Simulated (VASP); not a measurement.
# H17O8F in VASP: a series of runs

Runs on H17O8F. Level: PBEsol. Tasks: single point.

All numbers are computed with VASP 6.6.1; they aren't measurements. Logs are shortened: lines on timing, memory, paths and dates and some standing lists are left out, and cuts for length are marked.

### Step 1. The cell of the first run

The cell holds an amorphous packing of atoms, 26 atoms: a = 7.089 Å, b = 7.089 Å, c = 7.089 Å, α = 90.00°, β = 90.00°, γ = 90.00°.

### Step 2. Single point, PBEsol

INCAR reads:

```
SYSTEM = H17O8F
PREC = Accurate
ENCUT = 520
EDIFF = 1E-6
ISMEAR = -1
SIGMA = 0.05
LREAL = Auto
LASPH = .True.
NELM = 100
ALGO = Normal
ISIF = 2
LWAVE = .False.
LCHARG = .True.
GGA = PS
LELF = .True.
LVHAR = .True.
NBANDS = 55
```

KPOINTS reads:

```
regular mesh
0
Gamma
  1 1 1
  0 0 0
```

POSCAR reads:

```
H17O8F
1.0
    7.0886680000      0.0000000000      0.0000000000
    0.0000000000      7.0886680000      0.0000000000
    0.0000000000      0.0000000000      7.0886680000
O H F
8 17 1
Direct
    0.8124657552      0.6569640446      0.9327845513
    0.3202858421      0.7402942273      0.4554029050
    0.2641963201      0.2297751848      0.8060188459
    0.6272828689      0.8564655588      0.2685553901
    0.1356531298      0.0569500504      0.4696651049
    0.5499481708      0.1020784159     -0.0020878394
    0.0327988276      0.1091178202      0.1113044087
    0.7867063319      0.9132181109      0.6242780731
    0.7779317638      0.7012177746      0.8078809728
    0.9491910187      0.6505594563      0.9055438906
    0.4377691267      0.7609328015      0.3859258185
    0.2602463538      0.8757357518      0.4642480082
    0.2550267554      0.3716354046      0.8045940366
    0.1925185380      0.1966236816      0.6904541163
    0.6143326222      0.9628889377      0.1841671806
    0.7027554401      0.7638952762      0.1870591203
    0.1033339409      0.0823285842      0.3333771592
    0.0283551155      0.0003808896      0.5379289875
    0.6476110886      0.1920812203      0.0296247476
    0.4557273666      0.1607918441     -0.0827376878
    0.1012743156      0.1642621717      0.0029342607
    0.0047540666     -0.0229944469      0.0809178819
    0.7126303559      0.9826810904      0.7259050643
    0.6909619692      0.8993509077      0.5147229353
    0.3094939698      0.6646382649      0.6234457588
    0.2669471895      0.6074060740      0.7582242531
```

Potentials or basis: VASP PAW PBE potentials, release 64 (O, H, F).

Started as:

```bash
cat potpaw_PBE.64/O/POTCAR potpaw_PBE.64/H/POTCAR potpaw_PBE.64/F/POTCAR > POTCAR
mpirun -np 1 vasp_gam > vasp.out
```

OUTCAR:

```text
SYSTEM = H17O8F
   PREC = Accurate
   ENCUT = 520
   EDIFF = 1E-6
   ISMEAR = -1
   LREAL = Auto
   LASPH = .True.
   NELM = 100
   ISIF = 2
   GGA = PS

 ion  position               nearest neighbor table
   1  0.812  0.657  0.933-   9 0.97  10 0.99
   2  0.320  0.740  0.455-  11 0.98  12 1.05  25 1.31
   3  0.264  0.230  0.806-  14 0.99  13 1.01
   4  0.627  0.856  0.269-  15 0.97  16 1.02
   5  0.136  0.057  0.470-  18 0.99  17 1.01
   6  0.550  0.102  0.998-  19 0.97  20 0.97
   7  0.033  0.109  0.111-  22 0.98  21 0.99
   8  0.787  0.913  0.624-  23 1.02  24 1.04
   9  0.778  0.701  0.808-   1 0.97
  10  0.949  0.651  0.906-   1 0.99
  11  0.438  0.761  0.386-   2 0.98
  12  0.260  0.876  0.464-   2 1.05
  13  0.255  0.372  0.805-   3 1.01
  14  0.193  0.197  0.690-   3 0.99
[... 8 lines left out ...]
  23  0.713  0.983  0.726-   8 1.02
  24  0.691  0.899  0.515-   8 1.04
  25  0.309  0.665  0.623-  26 1.08   2 1.31
  26  0.267  0.607  0.758-  25 1.08

  LATTYP: Found a simple cubic cell.
 ALAT       =     7.0886680000

  Lattice vectors:

 A1 = (   7.0886680000,   0.0000000000,   0.0000000000)
 A2 = (   0.0000000000,   7.0886680000,   0.0000000000)
 A3 = (   0.0000000000,   0.0000000000,   7.0886680000)

Analysis of symmetry for initial positions (statically):
=====================================================================
 Subroutine PRICEL returns:
 Original cell was already a primitive cell.

 Routine SETGRP: Setting up the symmetry group for a
 simple cubic supercell.

 Subroutine GETGRP returns: Found  1 space group operations
 (whereof  1 operations were pure point group operations)
 out of a pool of 48 trial point group operations.

The static configuration has the point symmetry C_1 .

Analysis of symmetry for dynamics (positions and initial velocities):
=====================================================================
 Subroutine PRICEL returns:
 Original cell was already a primitive cell.

 Routine SETGRP: Setting up the symmetry group for a
 simple cubic supercell.

 Subroutine GETGRP returns: Found  1 space group operations
 (whereof  1 operations were pure point group operations)
 out of a pool of 48 trial point group operations.

The dynamic configuration has the point symmetry C_1 .

 Subroutine INISYM returns: Found  1 space group operations
 (whereof  1 operations are pure point group operations),
 and found     1 'primitive' translations

----------------------------------------------------------------------------------------

                                     Primitive cell

  volume of cell :     356.2000

  direct lattice vectors                    reciprocal lattice vectors
     7.088668000  0.000000000  0.000000000     0.141070226  0.000000000  0.000000000
     0.000000000  7.088668000  0.000000000     0.000000000  0.141070226  0.000000000
     0.000000000  0.000000000  7.088668000     0.000000000  0.000000000  0.141070226

  length of vectors
     7.088668000  7.088668000  7.088668000     0.141070226  0.141070226  0.141070226

  position of ions in fractional coordinates (direct lattice)
     0.812465755  0.656964045  0.932784551
     0.320285842  0.740294227  0.455402905
     0.264196320  0.229775185  0.806018846
     0.627282869  0.856465559  0.268555390
     0.135653130  0.056950050  0.469665105
     0.549948171  0.102078416  0.997912161
[... 18 lines left out ...]
     0.309493970  0.664638265  0.623445759
     0.266947190  0.607406074  0.758224253

  ion indices of the primitive-cell ions
   primitive index   ion index
                 1           1
                 2           2
                 3           3
                 4           4
                 5           5
                 6           6
[... 18 lines left out ...]
                25          25
                26          26

----------------------------------------------------------------------------------------

 KPOINTS: regular mesh

Automatic generation of k-mesh.
 Grid dimensions read from file:
 generate k-points for:    1    1    1

 Generating k-lattice:

  Cartesian coordinates                     Fractional coordinates (reciprocal lattice)
     0.141070226  0.000000000  0.000000000     1.000000000  0.000000000  0.000000000
     0.000000000  0.141070226  0.000000000     0.000000000  1.000000000  0.000000000
     0.000000000  0.000000000  0.141070226     0.000000000  0.000000000  1.000000000

  Length of vectors
     0.141070226  0.141070226  0.141070226

  Shift w.r.t. Gamma in fractional coordinates (k-lattice)
     0.000000000  0.000000000  0.000000000

 Subroutine IBZKPT returns following result:
 ===========================================

 Found      1 irreducible k-points:

 Following reciprocal coordinates:
            Coordinates               Weight
  0.000000  0.000000  0.000000      1.000000
   k-points           NKPTS =      1   k-points in BZ     NKDIM =      1   number of bands    NBANDS=     55
   number of dos      NEDOS =    301   number of ions     NIONS =     26
   total plane-waves  NPLWV = 157464
   dimension x,y,z NGX =    54 NGY =   54 NGZ =   54
   dimension x,y,z NGXF=   108 NGYF=  108 NGZF=  108
   ions per type =               8  17   1
   NGX,Y,Z   is equivalent  to a cutoff of  12.66, 12.66, 12.66 a.u.
   NGXF,Y,Z  is equivalent  to a cutoff of  25.33, 25.33, 25.33 a.u.
 SYSTEM =  H17O8F
   PREC   = accura    normal or accurate (medium, high low for compatibility)
   ISTART =      0    job   : 0-new  1-cont  2-samecut
   ICHARG =      2    charge: 1-file 2-atom 10-const
   ISPIN  =      1    spin polarized calculation?
   LNONCOLLINEAR =      F non collinear calculations
   LSORBIT =      F    spin-orbit coupling
   LASPH  =      T    aspherical Exc in radial PAW
   ENCUT  =  520.0 eV  38.22 Ry    6.18 a.u.  13.18 13.18 13.18*2*pi/ulx,y,z
   NELM   =    100;   NELMIN=  2; NELMDL= -5     # of ELM steps
   EDIFF  = 0.1E-05   stopping-criterion for ELM
   LREAL  =      T    real-space projection
   EDIFFG = 0.1E-04   stopping-criterion for IOM
   NSW    =      0    number of steps for IOM
   IBRION =     -1    ionic relax: 0-MD 1-quasi-New 2-CG
   NFREE  =      0    steps in history (QN), initial steepest desc. (CG)
   ISIF   =      2    stress and relaxation
   ISYM   =      2    0-nonsym 1-usesym 2-fastsym
   POTIM  = 0.5000    time-step for ionic-motion
   TEBEG  =    0.0;   TEEND  =   0.0 temperature during run
   PSTRESS=    0.0 pullay stress
   NELECT =      72.0000    total number of electrons
   NUPDOWN=      -1.0000    fix difference up-down
   EMIN   =  10.00;   EMAX   =-10.00  energy-range for DOS
   EFERMI =   0.00;   METHOD = LEGACY
   ISMEAR =    -1;   SIGMA  =   0.05  broadening in eV -4-tet -1-fermi 0-gaus
   EFERMI_NEDOS =   21; number of points for ismear=-14 and -15
   IALGO  =     38    algorithm
   IMIX   =      4    mixing-type and parameters
     AMIX     =   0.40;   BMIX     =  1.00
     AMIX_MAG =   1.60;   BMIX_MAG =  1.00
  volume/ion in A,a.u.               =      13.70        92.45
  Fermi-wavevector in a.u.,A,eV,Ry     =   0.960774  1.815599 12.559344  0.923086
  Thomas-Fermi vector in A             =   2.090087
   LORBIT       =      0    0 simple, 1 ext, 2 COOP (PROOUT), +10 PAW based schemes
   GGA     = PS    functional components
   LHFCALC =     F    Hartree Fock is set to
   AEXX    =    0.0000 exact exchange contribution
   IVDW    =     0    specifies the selected vdW correction
   LEPSILON=     F    determine dielectric tensor
   LRPA    =     F    only Hartree local field effects (RPA)
 non-spin polarized calculation
  energy-cutoff  :      520.00
  volume of cell :      356.20
 maximum number of plane-waves:      4814
 NGX is ok and might be reduce to    54
   NGX = 27   NGY = 27   NGZ = 27

 number of electron      71.9999999 magnetization

 Free energy of the ion-electron system (eV)
  ---------------------------------------------------
  ext. energy  EPLUGINS =         0.00000000
  ---------------------------------------------------
  free energy    TOTEN  =      -126.94208931 eV

  energy without entropy =     -126.94208931  energy(sigma->0) =     -126.94208931

 E-fermi :  -3.7421     XC(G=0):  -5.5555

 val. band max:       -4.9518242823   @ k =   0.0000   0.0000   0.0000
 cond. band min:       0.1914714752   @ k =   0.0000   0.0000   0.0000
 fundamental gap:      5.1432957575
 Fermi energy:        -3.7420579508

 k-point     1 :       0.0000    0.0000    0.0000
  band No.  band energies     occupation
      1     -25.5120      2.00000
      2     -23.4817      2.00000
      3     -23.2440      2.00000
      4     -23.1217      2.00000
      5     -22.9754      2.00000
      6     -22.8959      2.00000
[... 40 lines left out ...]
     47       5.3390      0.00000
     48       5.6025      0.00000
 [bands above 48 left out]

------------------------ aborting loop because EDIFF is reached ----------------------------------------

  FORCE on cell =-STRESS in cart. coord.  units (eV):
  Direction    XX          YY          ZZ          XY          YZ          ZX
  --------------------------------------------------------------------------------------
  -------------------------------------------------------------------------------------
  Total       -1.6463448     -1.4222936     -3.9651285      0.1227665     -2.3683439      2.4467351
  in kB       -7.4052115     -6.3974359    -17.8350339      0.5522004    -10.6527427     11.0053441
  external PRESSURE =     -10.5458937 kB  Pullay stress =       0.0000000 kB

 VOLUME and BASIS-vectors are now :
 -----------------------------------------------------------------------------
  energy-cutoff  :      520.00
  volume of cell :      356.20
      direct lattice vectors                 reciprocal lattice vectors
     7.088668000  0.000000000  0.000000000     0.141070226  0.000000000  0.000000000
     0.000000000  7.088668000  0.000000000     0.000000000  0.141070226  0.000000000
     0.000000000  0.000000000  7.088668000     0.000000000  0.000000000  0.141070226

 POSITION                                       TOTAL-FORCE (eV/Angst)
 -----------------------------------------------------------------------------------
      5.75930      4.65700      6.61220         1.196616     -0.152278      0.322437
      2.27040      5.24770      3.22820        -0.867083      0.755438      0.728392
      1.87280      1.62880      5.71360        -0.895777      0.872794      0.133776
      4.44660      6.07120      1.90370         1.405555     -2.185492      0.107127
      0.96160      0.40370      3.32930         0.533198     -0.113611      0.460664
      3.89840      0.72360      7.07387         1.352232     -0.807050      0.603708
[... 18 lines left out ...]
      2.19390      4.71140      4.41940        -0.247434     -0.036346     -0.196647
      1.89230      4.30570      5.37480        -0.016105     -0.177457      0.102541
 -----------------------------------------------------------------------------------
    total drift:                               -0.001421     -0.009960      0.001389

  FREE ENERGIE OF THE ION-ELECTRON SYSTEM (eV)
  ---------------------------------------------------
  free  energy   TOTEN  =      -126.9420893146 eV

  energy  without entropy=     -126.9420893145  energy(sigma->0) =     -126.94208931
```

Wall time 34 s (1 thread of Intel Xeon Platinum 8559C (Emerald Rapids), shared host); peak memory 0.36 GiB.

What came out:

| Item | Value |
| --- | --- |
| Free energy | -126.9421 eV |
| Pressure | -1.1 GPa |
| Largest force | 2.601 eV/Å |
| Band gap on the k mesh | 5.14 eV |

Forces in eV/Å, atoms in the order of the input:
```
O    1.197 -0.152  0.322
O   -0.867  0.755  0.728
O   -0.896  0.873  0.134
O    1.406 -2.185  0.107
O    0.533 -0.114  0.461
O    1.352 -0.807  0.604
O   -0.457 -0.353  0.380
O   -1.902  0.535  0.201
H   -0.845  0.563 -0.661
H   -0.115 -0.296  0.592
H    0.716  0.042 -0.442
H    0.094 -0.775 -0.122
H    0.351 -0.102 -0.081
H    0.505 -0.368 -0.242
H   -0.794  0.864 -0.873
H   -0.847  0.865  0.752
H   -0.292  0.175  0.119
H   -0.709  0.035 -0.424
H    0.134  0.524 -0.215
H   -0.958  0.462 -0.605
H    0.413 -0.143 -0.232
H    0.089  0.319 -0.218
H    0.765 -0.618 -0.900
H    1.392  0.114  0.709
H   -0.247 -0.036 -0.197
F   -0.016 -0.177  0.103
```

Stress tensor (GPa, compression positive):
```
-0.74  0.06  1.10
 0.06 -0.64 -1.07
 1.10 -1.07 -1.78
```

Caveat: the k points lie up to 0.89 Å⁻¹ apart; the PAW data sets were made with another functional, which shifts forces and pressure a little.

### Step 3. Single point, PBEsol

INCAR reads:

```
ALGO     = Normal         # electronic algorithm
EDIFF    = 1E-6           # SCF threshold, eV
ENCUT    = 520            # plane-wave cutoff, eV
GGA      = PS             # functional
ISIF     = 2              # what is computed and relaxed
ISMEAR   = -1             # smearing method
LASPH    = True           # aspherical terms in the spheres
LCHARG   = False          # write CHGCAR
LREAL    = Auto         
LWAVE    = False          # write WAVECAR
NBANDS   = 55             # bands
NELM     = 80             # most SCF steps
PREC     = Accurate       # precision mode
SIGMA    = 0.05           # smearing width, eV
```

KPOINTS reads:

```
k-points
0
Gamma
  1 1 1
```

POSCAR reads:

```
H17O8F
1.0
    7.0886680000      0.0000000000      0.0000000000
    0.0000000000      7.0886680000      0.0000000000
    0.0000000000      0.0000000000      7.0886680000
O H F
8 17 1
Direct
    0.8445451247      0.6442395102      0.9385402166
    0.3333066240      0.7234645493      0.4371625248
    0.2368286962      0.2162324431      0.7925748533
    0.6447332560      0.8556191375      0.2555628222
    0.1233659130      0.0559907729      0.4524404303
    0.5354320445      0.0957302557     -0.0133029224
    0.0238831893      0.0838662496      0.0866876542
    0.7767185598      0.9258862173      0.6289474976
    0.8501879338      0.7047868514      0.8120425445
    0.9702386965      0.5871060684      0.9467505038
    0.4634439079      0.7380088897      0.3824554909
    0.2763283596      0.8495813318      0.4514388317
    0.2435577460      0.3548762617      0.7656586541
    0.2050455741      0.1526944131      0.6679675222
    0.5751433132      0.9335181165      0.1642339576
    0.7106694798      0.7613560122      0.1748142246
    0.0940233059      0.0816796611      0.3159549862
    0.0010298127      0.0078999327      0.5009544812
    0.6041473518      0.2142715670      0.0058403074
    0.4100770413      0.1397441663     -0.0867722963
    0.1042226833      0.1455562597     -0.0107495513
    0.0035408627     -0.0293002860      0.0111868690
    0.6899885846      0.9777718466      0.7175113858
    0.7073261154      0.8875997578      0.5115629622
    0.3056568597      0.6302876648      0.6121601407
    0.2575660195      0.5851875134      0.7348348096
```

Potentials or basis: VASP PAW PBE potentials, release 64 (O, H, F).

Started as:

```bash
cat potpaw_PBE.64/O/POTCAR potpaw_PBE.64/H/POTCAR potpaw_PBE.64/F/POTCAR > POTCAR
mpirun -np 1 vasp_gam > vasp.out
```

Wall time 46 s (1 thread of Intel Xeon Platinum 8559C (Emerald Rapids), shared host); peak memory 0.35 GiB.

Results (log left out):

```
Free energy            : -127.1287 eV
Pressure               : -1.1 GPa
Largest force          : 2.007 eV/Å
Band gap on the k mesh : 5.05 eV
```

Forces on the atoms (eV/Å):
```
O    0.515  0.218 -0.397
O    0.601 -0.732  0.261
O   -0.066 -0.252 -0.456
O    0.416 -1.408  0.437
O   -0.214 -0.367  0.291
O   -1.414  0.703 -1.069
O    0.342  0.077 -0.660
O    0.947 -1.078 -1.404
H   -0.418  0.079  0.321
H   -0.177 -0.025  0.144
H   -0.456  0.390 -0.108
H   -0.305  0.533 -0.253
H    0.037 -0.112  0.000
H    0.086  0.462  0.358
H   -0.149  0.776 -0.534
H   -0.070  0.433  0.157
H    0.178 -0.048 -0.106
H    0.019  0.121  0.207
H    0.012 -0.308  0.043
H    1.502 -0.476  0.686
H    0.120  0.679  0.190
H   -0.585 -0.673  0.572
H   -1.002  0.659  0.938
H    0.269  0.401  0.402
H    0.266  0.764 -1.475
F   -0.453 -0.816  1.455
```

Stress tensor (GPa, compression positive):
```
-1.00  0.29 -0.54
 0.29 -0.36 -0.45
-0.54 -0.45 -1.90
```

Levels at points of the mesh, in eV from the valence-band top:
| k point | band 34 | band 35 | band 36 | band 37 | band 38 | band 39 |
| --- | --- | --- | --- | --- | --- | --- |
| (0.00, 0.00, 0.00) | -0.25 | -0.20 | 0.00 | 5.05 | 7.83 | 8.07 |

Caveat: the k points lie up to 0.89 Å⁻¹ apart; the PAW data sets were made with another functional, which shifts forces and pressure a little.
